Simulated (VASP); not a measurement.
# BAu (Fm-3m) in VASP: single point with PBE

Aim: the single point of BAu with PBE.

Program: VASP 6.6.1. These are calculated values, not measurements. Logs are shortened: lines on timing, memory, paths and dates and some standing lists are left out, and cuts for length are marked.

## (1) The cell of the first run

The structure is cubic, space group Fm-3m (No. 225). Conventional cell: a = 4.584 Å, b = 4.584 Å, c = 4.584 Å, α = 90.00°, β = 90.00°, γ = 90.00°. Au (site symmetry m-3m) has 6 B at 2.29 Å within 3.0 Å. Within 3.0 Å of B (site symmetry m-3m) lie 6 Au at 2.29 Å.

## (2) Single point, PBE

Contents of INCAR:

```
SYSTEM = BAu
PREC = Accurate ; ENCUT = 500
EDIFF = 1E-6 ; ISMEAR = -1
SIGMA = 0.0186 ; LREAL = .False.
LASPH = .True. ; NELM = 120
ALGO = Normal ; ISIF = 2
LWAVE = .False. ; LCHARG = .False.
GGA = PE ; NBANDS = 14
GGA_COMPAT = .False.
```

Contents of KPOINTS:

```
regular mesh
0
Gamma
  13 13 13
  0 0 0
```

Contents of POSCAR:

```
BAu
1.0
    0.0000000000      2.2921250000      2.2921250000
    2.2921250000      0.0000000000      2.2921250000
    2.2921250000      2.2921250000      0.0000000000
Au B
1 1
Direct
    0.0000000000      0.0000000000      0.0000000000
    0.5000000000      0.5000000000      0.5000000000
```

Potentials or basis: VASP PAW PBE potentials, release 64 (Au, B).

Command:

```console
cat potpaw_PBE.64/Au/POTCAR potpaw_PBE.64/B/POTCAR > POTCAR
mpirun -np 1 vasp_std > vasp.out
```

OUTCAR:

```text
SYSTEM = BAu
   PREC = Accurate
   ENCUT = 500
   EDIFF = 1E-6
   ISMEAR = -1
   LREAL = .False.
   LASPH = .True.
   NELM = 120
   ISIF = 2
   GGA = PE

 ion  position               nearest neighbor table
   1  0.000  0.000  0.000-   2 2.29   2 2.29   2 2.29   2 2.29   2 2.29   2 2.29
   2  0.500  0.500  0.500-   1 2.29   1 2.29   1 2.29   1 2.29   1 2.29   1 2.29

  LATTYP: Found a face centered cubic cell.
 ALAT       =     4.5842500000

  Lattice vectors:

 A1 = (   0.0000000000,   2.2921250000,   2.2921250000)
 A2 = (   2.2921250000,   0.0000000000,   2.2921250000)
 A3 = (   2.2921250000,   2.2921250000,   0.0000000000)

Analysis of symmetry for initial positions (statically):
=====================================================================
 Subroutine PRICEL returns:
 Original cell was already a primitive cell.

 Routine SETGRP: Setting up the symmetry group for a
 face centered cubic supercell.

 Subroutine GETGRP returns: Found 48 space group operations
 (whereof 48 operations were pure point group operations)
 out of a pool of 48 trial point group operations.

The static configuration has the point symmetry O_h .

Analysis of symmetry for dynamics (positions and initial velocities):
=====================================================================
 Subroutine PRICEL returns:
 Original cell was already a primitive cell.

 Routine SETGRP: Setting up the symmetry group for a
 face centered cubic supercell.

 Subroutine GETGRP returns: Found 48 space group operations
 (whereof 48 operations were pure point group operations)
 out of a pool of 48 trial point group operations.

The dynamic configuration has the point symmetry O_h .

 Subroutine INISYM returns: Found 48 space group operations
 (whereof 48 operations are pure point group operations),
 and found     1 'primitive' translations

----------------------------------------------------------------------------------------

                                     Primitive cell

  volume of cell :      24.0849

  direct lattice vectors                    reciprocal lattice vectors
     0.000000000  2.292125000  2.292125000    -0.218138191  0.218138191  0.218138191
     2.292125000  0.000000000  2.292125000     0.218138191 -0.218138191  0.218138191
     2.292125000  2.292125000  0.000000000     0.218138191  0.218138191 -0.218138191

  length of vectors
     3.241554262  3.241554262  3.241554262     0.377826429  0.377826429  0.377826429

[... 89 lines left out ...]
   TEBEG  =    0.0;   TEEND  =   0.0 temperature during run
   PSTRESS=    0.0 pullay stress
   NELECT =      14.0000    total number of electrons
   NUPDOWN=      -1.0000    fix difference up-down
   EMIN   =  10.00;   EMAX   =-10.00  energy-range for DOS
   EFERMI =   0.00;   METHOD = LEGACY
   ISMEAR =    -1;   SIGMA  =   0.02  broadening in eV -4-tet -1-fermi 0-gaus
   EFERMI_NEDOS =   21; number of points for ismear=-14 and -15
   IALGO  =     38    algorithm
   IMIX   =      4    mixing-type and parameters
     AMIX     =   0.40;   BMIX     =  1.00
     AMIX_MAG =   1.60;   BMIX_MAG =  1.00
  volume/ion in A,a.u.               =      12.04        81.27
  Fermi-wavevector in a.u.,A,eV,Ry     =   1.366268  2.581872 25.397834  1.866688
  Thomas-Fermi vector in A             =   2.492423
   LORBIT       =      0    0 simple, 1 ext, 2 COOP (PROOUT), +10 PAW based schemes
   GGA     = PE    functional components
   LHFCALC =     F    Hartree Fock is set to
   AEXX    =    0.0000 exact exchange contribution
   IVDW    =     0    specifies the selected vdW correction
   LEPSILON=     F    determine dielectric tensor
   LRPA    =     F    only Hartree local field effects (RPA)
 non-spin polarized calculation
  energy-cutoff  :      500.00
  volume of cell :       24.08
 maximum number of plane-waves:       623
   NGX = 11   NGY = 11   NGZ = 11

 number of electron      14.0000000 magnetization

 Free energy of the ion-electron system (eV)
  ---------------------------------------------------
  ext. energy  EPLUGINS =         0.00000000
  ---------------------------------------------------
  free energy    TOTEN  =        -7.83503452 eV

  energy without entropy =       -7.83295287  energy(sigma->0) =       -7.83399370

 E-fermi :   9.6477     XC(G=0): -12.5774

 val. band max:        9.6442699341   @ k =  -0.3846   0.3846   0.0769
 cond. band min:       9.6563544506   @ k =   0.2308   0.0000   0.0000
 fundamental gap:      0.0120845166
 Fermi energy:         9.6477370188

 k-point     1 :       0.0000    0.0000    0.0000
  band No.  band energies     occupation
      1      -3.2864      2.00000
      2       3.6597      2.00000
      3       3.6597      2.00000
      4       3.6597      2.00000
      5       4.0856      2.00000
      6       4.0856      2.00000
      7      11.4729      0.00000
      8      11.4729      0.00000
      9      11.4729      0.00000
     10      19.7136      0.00000
     11      21.1221      0.00000
     12      26.9632      0.00000
     13      26.9632      0.00000
     14      26.9632      0.00000
[... 377 lines left out ...]
      1       0.1434      2.00000
      2       1.7173      2.00000
      3       2.8671      2.00000
      4       2.9415      2.00000
      5       5.1492      2.00000
      6       5.1704      2.00000
      7       7.4147      2.00000
      8      13.2391      0.00000
      9      14.1307      0.00000
     10      17.9931      0.00000
     11      18.7204      0.00000
     12      21.8769      0.00000
     13      22.9419      0.00000
     14      28.3379      0.00000

 [... further k-points ...]

------------------------ aborting loop because EDIFF is reached ----------------------------------------

  FORCE on cell =-STRESS in cart. coord.  units (eV):
  Direction    XX          YY          ZZ          XY          YZ          ZX
  --------------------------------------------------------------------------------------
  -------------------------------------------------------------------------------------
  Total        2.0535233      2.0535233      2.0535233      0.0000000     -0.0000000      0.0000000
  in kB      136.6046020    136.6046020    136.6046020      0.0000000     -0.0000000      0.0000000
  external PRESSURE =     136.6046020 kB  Pullay stress =       0.0000000 kB

 VOLUME and BASIS-vectors are now :
 -----------------------------------------------------------------------------
  energy-cutoff  :      500.00
  volume of cell :       24.08
      direct lattice vectors                 reciprocal lattice vectors
     0.000000000  2.292125000  2.292125000    -0.218138191  0.218138191  0.218138191
     2.292125000  0.000000000  2.292125000     0.218138191 -0.218138191  0.218138191
     2.292125000  2.292125000  0.000000000     0.218138191  0.218138191 -0.218138191

 POSITION                                       TOTAL-FORCE (eV/Angst)
 -----------------------------------------------------------------------------------
      0.00000      0.00000      0.00000         0.000000      0.000000     -0.000000
      2.29212      2.29212      2.29212         0.000000     -0.000000      0.000000
 -----------------------------------------------------------------------------------
    total drift:                                0.000000     -0.000000     -0.000000

  FREE ENERGIE OF THE ION-ELECTRON SYSTEM (eV)
  ---------------------------------------------------
  free  energy   TOTEN  =        -7.8350345215 eV

  energy  without entropy=       -7.8329528741  energy(sigma->0) =       -7.83399370
```

OSZICAR:

```text
N       E                     dE             d eps       ncg     rms          rms(c)
DAV:   1     0.548766781984E+02    0.54877E+02   -0.68151E+03  2464   0.897E+02
DAV:   2    -0.850514625749E+01   -0.63382E+02   -0.59317E+02  2946   0.195E+02
DAV:   3    -0.960279494081E+01   -0.10976E+01   -0.10918E+01  2760   0.245E+01
DAV:   4    -0.960651512725E+01   -0.37202E-02   -0.37200E-02  2790   0.163E+00
DAV:   5    -0.960654343433E+01   -0.28307E-04   -0.28308E-04  2784   0.146E-01    0.147E+01
DAV:   6    -0.791951799340E+01    0.16870E+01   -0.74580E+00  2388   0.246E+01    0.908E+00
DAV:   7    -0.785212771149E+01    0.67390E-01   -0.35457E-01  2436   0.550E+00    0.469E+00
DAV:   8    -0.783577232523E+01    0.16355E-01   -0.72806E-03  2670   0.728E-01    0.723E-01
DAV:   9    -0.783502050024E+01    0.75182E-03   -0.99619E-04  2790   0.290E-01    0.761E-02
DAV:  10    -0.783503615832E+01   -0.15658E-04   -0.87552E-05  2724   0.687E-02    0.351E-02
DAV:  11    -0.783503488501E+01    0.12733E-05   -0.15240E-06  1880   0.112E-02    0.791E-03
DAV:  12    -0.783503452146E+01    0.36355E-06   -0.35836E-07  1380   0.507E-03
   1 F= -.78350345E+01 E0= -.78339937E+01  d E =-.208165E-02
```

Wall time 12 s (1 thread of Intel Xeon Platinum 8488C (Sapphire Rapids), shared host); peak memory 0.15 GiB.

Results:

```yaml
Free_energy: -7.8350 eV
Pressure: 13.7 GPa
Band_gap_on_the_k_mesh: zero (bands 7 and 8 overlap by 2.94 eV)
```

Caveat: the cell stands under pressure; spin-orbit coupling is left out, which moves the levels of the heavy elements.
